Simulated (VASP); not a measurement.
The system is LiTlS2.

```xyz
4
Lattice="3.7556 0.0000 0.0000 0.0000 3.7556 0.0000 0.0000 0.0000 5.3112" Properties=species:S:1:pos:R:3 pbc="T T T"
Li    0.0000    0.0000    0.0000
S     0.0000    1.8778    1.3278
S     1.8778    0.0000    3.9834
Tl    1.8778    1.8778    2.6556
```

| Item | Value |
| --- | --- |
| Program | VASP 6.6.1 |
| Task | relaxation of cell and atoms |
| Functional | PBEsol |
| Potentials or basis | VASP PAW PBE potentials, release 64 (Li_sv, S, Tl_d) |
| Cutoff | 600 eV |
| k mesh | 6 × 6 × 4 |
| Occupations | fermi-dirac, width 0.03 eV |
| Spin | no spin polarisation |

At the start: pressure 22.6 GPa; volume 18.73 Å³/atom.

Q: How do energy, volume and symmetry change on relaxing?

A: Over 11 steps the energy falls by 326.8 meV/atom and the volume is 23.16 Å³/atom (+23.6 %); space group P-4m2 (No. 115, to 0.1 Å) before and after.

The path:
| step | energy change (eV) | largest force (eV/Å) | pressure (GPa) | volume (Å³) |
| --- | --- | --- | --- | --- |
| 1 | 0.0000 | 3.2253 | 22.56 | 74.91 |
| 2 | -0.9613 | 0.8247 | -5.54 | 107.30 |
| 3 | -1.3061 | 0.0352 | -0.17 | 93.27 |
| 4 | -1.3060 | 0.0722 | 0.08 | 92.88 |
| 5 | -1.3062 | 0.0631 | 0.10 | 92.76 |
| 6 | -1.3066 | 0.0365 | 0.18 | 92.43 |
| 7 | -1.3069 | 0.0136 | 0.03 | 92.66 |
| 8 | -1.3070 | 0.0029 | -0.04 | 92.77 |
| 9 | -1.3070 | 0.0033 | -0.04 | 92.76 |
| 10 | -1.3072 | 0.0049 | -0.03 | 92.71 |
| 11 | -1.3073 | 0.0079 | -0.02 | 92.62 |

Final structure:
```xyz
4
Lattice="4.0475 0.0000 0.0000 0.0000 4.0475 0.0000 0.0000 0.0000 5.6539" Properties=species:S:1:pos:R:3 pbc="T T T"
Li    0.0000    4.0475    5.6539
S     0.0000    2.0237    1.2944
S     2.0237    0.0000    4.3595
Tl    2.0237    2.0237    2.8269
```

Caveat: the cutoff is under 1.25 times the usual one of these potentials, so pressure, stress and relaxed cells hold a basis-set (Pulay) error; the volume moved by over 15 % at a fixed basis, so the end points are rough; the PAW data sets were made with another functional, which shifts forces and pressure a little.
